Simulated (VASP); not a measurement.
# Be3Sn (Pm-3m) in VASP: single point with PBE

Aim: the single point of Be3Sn with PBE.

All numbers are computed with VASP 6.6.1; they aren't measurements. Logs are shortened: lines on timing, memory, paths and dates and some standing lists are left out, and cuts for length are marked.

### 1 The cell of the first run

The structure is cubic, space group Pm-3m (No. 221). Conventional cell: a = 3.939 Å, b = 3.939 Å, c = 3.939 Å, α = 90.00°, β = 90.00°, γ = 90.00°. Within 3.7 Å of Be (site symmetry 4/mmm) lie 8 Be at 2.79 Å and 4 Sn at 2.79 Å. Sn (site symmetry m-3m) has 12 Be at 2.79 Å within 3.7 Å.

### 2 Single point, PBE

Input file INCAR:

```
SYSTEM = Be3Sn
PREC = Accurate ; ENCUT = 520
EDIFF = 1E-6 ; ISMEAR = 0
SIGMA = 0.1 ; LREAL = .False.
LASPH = .True. ; NELM = 60
ALGO = Normal ; ISIF = 2
LWAVE = .False. ; LCHARG = .False.
GGA = PE ; NBANDS = 18
```

Input file KPOINTS:

```
Automatic mesh
0
Gamma
  4 4 4
  0 0 0
```

Input file POSCAR:

```
Be3Sn
1.0
    3.9392659000      0.0000000000      0.0000000000
    0.0000000000      3.9392659000      0.0000000000
    0.0000000000      0.0000000000      3.9392659000
Be Sn
3 1
Direct
    0.0000000000      0.5000000000      0.5000000000
    0.5000000000      0.0000000000      0.5000000000
    0.5000000000      0.5000000000      0.0000000000
    0.0000000000      0.0000000000      0.0000000000
```

Potentials or basis: VASP PAW PBE potentials, release 64 (Be, Sn_d).

Run with:

```bash
> cat potpaw_PBE.64/Be/POTCAR potpaw_PBE.64/Sn_d/POTCAR > POTCAR
> mpirun -np 1 vasp_std > vasp.out
```

OUTCAR:

```text
SYSTEM = Be3Sn
   PREC = Accurate
   ENCUT = 520
   EDIFF = 1E-6
   ISMEAR = 0
   LREAL = .False.
   LASPH = .True.
   NELM = 60
   ISIF = 2
   GGA = PE

 ion  position               nearest neighbor table
   1  0.000  0.500  0.500-   4 2.79   4 2.79   4 2.79   4 2.79
   2  0.500  0.000  0.500-   4 2.79   4 2.79   4 2.79   4 2.79
   3  0.500  0.500  0.000-   4 2.79   4 2.79   4 2.79   4 2.79
   4  0.000  0.000  0.000-   1 2.79   2 2.79   3 2.79   1 2.79   2 2.79   1 2.79   3 2.79   1 2.79
                             2 2.79   3 2.79   2 2.79   3 2.79

  LATTYP: Found a simple cubic cell.
 ALAT       =     3.9392659000

  Lattice vectors:

 A1 = (   3.9392659000,   0.0000000000,   0.0000000000)
 A2 = (   0.0000000000,   3.9392659000,   0.0000000000)
 A3 = (   0.0000000000,   0.0000000000,   3.9392659000)

Analysis of symmetry for initial positions (statically):
=====================================================================
 Subroutine PRICEL returns:
 Original cell was already a primitive cell.

 Routine SETGRP: Setting up the symmetry group for a
 simple cubic supercell.

 Subroutine GETGRP returns: Found 48 space group operations
 (whereof 48 operations were pure point group operations)
 out of a pool of 48 trial point group operations.

The static configuration has the point symmetry O_h .

Analysis of symmetry for dynamics (positions and initial velocities):
=====================================================================
 Subroutine PRICEL returns:
 Original cell was already a primitive cell.

 Routine SETGRP: Setting up the symmetry group for a
 simple cubic supercell.

 Subroutine GETGRP returns: Found 48 space group operations
 (whereof 48 operations were pure point group operations)
 out of a pool of 48 trial point group operations.

The dynamic configuration has the point symmetry O_h .

 Subroutine INISYM returns: Found 48 space group operations
 (whereof 48 operations are pure point group operations),
 and found     1 'primitive' translations

----------------------------------------------------------------------------------------

                                     Primitive cell

  volume of cell :      61.1288

  direct lattice vectors                    reciprocal lattice vectors
     3.939265900  0.000000000  0.000000000     0.253854405  0.000000000  0.000000000
     0.000000000  3.939265900  0.000000000     0.000000000  0.253854405  0.000000000
     0.000000000  0.000000000  3.939265900     0.000000000  0.000000000  0.253854405

  length of vectors
     3.939265900  3.939265900  3.939265900     0.253854405  0.253854405  0.253854405

  position of ions in fractional coordinates (direct lattice)
     0.000000000  0.500000000  0.500000000
     0.500000000  0.000000000  0.500000000
     0.500000000  0.500000000  0.000000000
     0.000000000  0.000000000  0.000000000

  ion indices of the primitive-cell ions
   primitive index   ion index
                 1           1
                 2           2
                 3           3
                 4           4

----------------------------------------------------------------------------------------

 KPOINTS: Automatic mesh

Automatic generation of k-mesh.
 Grid dimensions read from file:
 generate k-points for:    4    4    4

 Generating k-lattice:

  Cartesian coordinates                     Fractional coordinates (reciprocal lattice)
     0.063463601  0.000000000  0.000000000     0.250000000  0.000000000  0.000000000
     0.000000000  0.063463601  0.000000000     0.000000000  0.250000000  0.000000000
     0.000000000  0.000000000  0.063463601     0.000000000  0.000000000  0.250000000

  Length of vectors
     0.063463601  0.063463601  0.063463601

  Shift w.r.t. Gamma in fractional coordinates (k-lattice)
     0.000000000  0.000000000  0.000000000

 Subroutine IBZKPT returns following result:
 ===========================================

 Found     10 irreducible k-points:

 Following reciprocal coordinates:
            Coordinates               Weight
  0.000000  0.000000  0.000000      1.000000
  0.250000  0.000000  0.000000      6.000000
  0.500000  0.000000  0.000000      3.000000
  0.250000  0.250000  0.000000     12.000000
  0.500000  0.250000  0.000000     12.000000
  0.500000  0.500000  0.000000      3.000000
  0.250000  0.250000  0.250000      8.000000
  0.500000  0.250000  0.250000     12.000000
  0.500000  0.500000  0.250000      6.000000
  0.500000  0.500000  0.500000      1.000000
   k-points           NKPTS =     10   k-points in BZ     NKDIM =     10   number of bands    NBANDS=     18
   number of dos      NEDOS =    301   number of ions     NIONS =      4
   total plane-waves  NPLWV =  27000
   dimension x,y,z NGX =    30 NGY =   30 NGZ =   30
   dimension x,y,z NGXF=    60 NGYF=   60 NGZF=   60
   ions per type =               3   1
   NGX,Y,Z   is equivalent  to a cutoff of  12.66, 12.66, 12.66 a.u.
   NGXF,Y,Z  is equivalent  to a cutoff of  25.32, 25.32, 25.32 a.u.
 SYSTEM =  Be3Sn
   PREC   = accura    normal or accurate (medium, high low for compatibility)
   ISTART =      0    job   : 0-new  1-cont  2-samecut
   ICHARG =      2    charge: 1-file 2-atom 10-const
   ISPIN  =      1    spin polarized calculation?
   LNONCOLLINEAR =      F non collinear calculations
   LSORBIT =      F    spin-orbit coupling
   LASPH  =      T    aspherical Exc in radial PAW
   ENCUT  =  520.0 eV  38.22 Ry    6.18 a.u.   7.32  7.32  7.32*2*pi/ulx,y,z
   NELM   =     60;   NELMIN=  2; NELMDL= -5     # of ELM steps
   EDIFF  = 0.1E-05   stopping-criterion for ELM
   LREAL  =      F    real-space projection
   EDIFFG = 0.1E-04   stopping-criterion for IOM
   NSW    =      0    number of steps for IOM
   IBRION =     -1    ionic relax: 0-MD 1-quasi-New 2-CG
   NFREE  =      0    steps in history (QN), initial steepest desc. (CG)
   ISIF   =      2    stress and relaxation
   ISYM   =      2    0-nonsym 1-usesym 2-fastsym
   POTIM  = 0.5000    time-step for ionic-motion
   TEBEG  =    0.0;   TEEND  =   0.0 temperature during run
   PSTRESS=    0.0 pullay stress
   NELECT =      20.0000    total number of electrons
   NUPDOWN=      -1.0000    fix difference up-down
   EMIN   =  10.00;   EMAX   =-10.00  energy-range for DOS
   EFERMI =   0.00;   METHOD = LEGACY
   ISMEAR =     0;   SIGMA  =   0.10  broadening in eV -4-tet -1-fermi 0-gaus
   EFERMI_NEDOS =   21; number of points for ismear=-14 and -15
   IALGO  =     38    algorithm
   IMIX   =      4    mixing-type and parameters
     AMIX     =   0.40;   BMIX     =  1.00
     AMIX_MAG =   1.60;   BMIX_MAG =  1.00
  volume/ion in A,a.u.               =      15.28       103.13
  Fermi-wavevector in a.u.,A,eV,Ry     =   1.128070  2.131744 17.313996  1.272543
  Thomas-Fermi vector in A             =   2.264759
   LORBIT       =      0    0 simple, 1 ext, 2 COOP (PROOUT), +10 PAW based schemes
   GGA     = PE    functional components
   LHFCALC =     F    Hartree Fock is set to
   AEXX    =    0.0000 exact exchange contribution
   IVDW    =     0    specifies the selected vdW correction
   LEPSILON=     F    determine dielectric tensor
   LRPA    =     F    only Hartree local field effects (RPA)
 non-spin polarized calculation
 Gauss-broadening in eV      SIGMA  =   0.10
  energy-cutoff  :      520.00
  volume of cell :       61.13
 maximum number of plane-waves:      1671
 NGX is ok and might be reduce to    30
   NGX = 15   NGY = 15   NGZ = 15

 number of electron      19.9999993 magnetization

 Free energy of the ion-electron system (eV)
  ---------------------------------------------------
  ext. energy  EPLUGINS =         0.00000000
  ---------------------------------------------------
  free energy    TOTEN  =       -12.15450836 eV

  energy without entropy =      -12.14400978  energy(sigma->0) =      -12.14925907

 E-fermi :   6.3604     XC(G=0):  -9.9156

 val. band max:        6.3222203298   @ k =   0.2500   0.2500   0.2500
 cond. band min:       6.5156289398   @ k =   0.5000   0.5000   0.2500
 fundamental gap:      0.1934086100
 Fermi energy:         6.3604361197

 k-point     1 :       0.0000    0.0000    0.0000
  band No.  band energies     occupation
      1     -15.2556      2.00000
      2     -15.2556      2.00000
      3     -15.2188      2.00000
      4     -15.2188      2.00000
      5     -15.2188      2.00000
      6      -4.4624      2.00000
[... 10 lines left out ...]
     17      12.2114      0.00000
     18      12.2114      0.00000

 k-point     2 :       0.2500    0.0000    0.0000
  band No.  band energies     occupation
      1     -15.2554      2.00000
      2     -15.2370      2.00000
      3     -15.2260      2.00000
      4     -15.2260      2.00000
      5     -15.2183      2.00000
      6      -3.9636      2.00000
[... 10 lines left out ...]
     17      12.2587      0.00000
     18      12.2587      0.00000

 k-point     3 :       0.5000    0.0000    0.0000
  band No.  band energies     occupation
      1     -15.2551      2.00000
      2     -15.2331      2.00000
      3     -15.2331      2.00000
      4     -15.2184      2.00000
      5     -15.2178      2.00000
      6      -3.0584      2.00000
[... 10 lines left out ...]
     17      13.7489      0.00000
     18      14.1475      0.00000

 k-point     4 :       0.2500    0.2500    0.0000
  band No.  band energies     occupation
      1     -15.2460      2.00000
      2     -15.2331      2.00000
      3     -15.2271      2.00000
      4     -15.2255      2.00000
      5     -15.2252      2.00000
      6      -3.4604      2.00000
[... 81 lines left out ...]
      4     -15.2262      2.00000
      5     -15.2073      2.00000
      6      -2.0175      2.00000
[... 10 lines left out ...]
     17      12.9493      0.00000
     18      14.5158      0.00000

 k-point     9 :       0.5000    0.5000    0.2500
  band No.  band energies     occupation
      1     -15.2463      2.00000
      2     -15.2384      2.00000
      3     -15.2384      2.00000
      4     -15.2163      2.00000
      5     -15.1970      2.00000
      6      -1.0422      2.00000
[... 10 lines left out ...]
     17      14.1857      0.00000
     18      15.0474      0.00000

 k-point    10 :       0.5000    0.5000    0.5000
  band No.  band energies     occupation
      1     -15.2451      2.00000
      2     -15.2451      2.00000
      3     -15.2451      2.00000
      4     -15.1963      2.00000
      5     -15.1963      2.00000
      6       0.1862      2.00000
[... 10 lines left out ...]
     17      15.8944      0.00000
     18      15.8944      0.00000

------------------------ aborting loop because EDIFF is reached ----------------------------------------

  FORCE on cell =-STRESS in cart. coord.  units (eV):
  Direction    XX          YY          ZZ          XY          YZ          ZX
  --------------------------------------------------------------------------------------
  -------------------------------------------------------------------------------------
  Total       -4.0718482     -4.0718482     -4.0718482      0.0000000     -0.0000000      0.0000000
  in kB     -106.7225696   -106.7225696   -106.7225696      0.0000000     -0.0000000      0.0000000
  external PRESSURE =    -106.7225696 kB  Pullay stress =       0.0000000 kB

 VOLUME and BASIS-vectors are now :
 -----------------------------------------------------------------------------
  energy-cutoff  :      520.00
  volume of cell :       61.13
      direct lattice vectors                 reciprocal lattice vectors
     3.939265900  0.000000000  0.000000000     0.253854405  0.000000000  0.000000000
     0.000000000  3.939265900  0.000000000     0.000000000  0.253854405  0.000000000
     0.000000000  0.000000000  3.939265900     0.000000000  0.000000000  0.253854405

 POSITION                                       TOTAL-FORCE (eV/Angst)
 -----------------------------------------------------------------------------------
      0.00000      1.96963      1.96963         0.000000      0.000000      0.000000
      1.96963      0.00000      1.96963         0.000000      0.000000      0.000000
      1.96963      1.96963      0.00000         0.000000      0.000000      0.000000
      0.00000      0.00000      0.00000         0.000000      0.000000      0.000000
 -----------------------------------------------------------------------------------
    total drift:                                0.000000      0.000000     -0.000000

  FREE ENERGIE OF THE ION-ELECTRON SYSTEM (eV)
  ---------------------------------------------------
  free  energy   TOTEN  =       -12.1545083611 eV

  energy  without entropy=      -12.1440097817  energy(sigma->0) =      -12.14925907
```

Wall time 8.1 s (1 thread of Intel Xeon Platinum 8259CL at 2.50GHz (Skylake/Cascade Lake), shared host); peak memory 0.16 GiB.

What came out:

```yaml
Free_energy: -12.1545 eV
Pressure: -10.7 GPa
Band_gap_on_the_k_mesh: zero (band 10 reaches 8.32 eV, above the bottom of band 11 at 4.66 eV)
```

Levels at points of the mesh, in eV from the Fermi level:
| k point | band 7 | band 8 | band 9 | band 10 | band 11 | band 12 | band 13 | band 14 |
| --- | --- | --- | --- | --- | --- | --- | --- | --- |
| (0.00, 0.00, 0.00) | -2.61 | -2.61 | -2.61 | -0.60 | 0.91 | 0.91 | 4.76 | 4.76 |
| (0.50, 0.00, 0.00) | -7.27 | -0.51 | -0.51 | 0.37 | 0.37 | 1.58 | 1.80 | 1.82 |
| (0.50, 0.50, 0.00) | -5.63 | -5.63 | -4.50 | 1.96 | 2.38 | 2.38 | 2.70 | 2.91 |
| (0.50, 0.50, 0.50) | -4.54 | -4.54 | -4.54 | -3.15 | -1.70 | -1.70 | -1.70 | 8.73 |

Caveat: the k points lie up to 0.40 Å⁻¹ apart; spin-orbit coupling is left out, which moves the levels of the heavy elements.
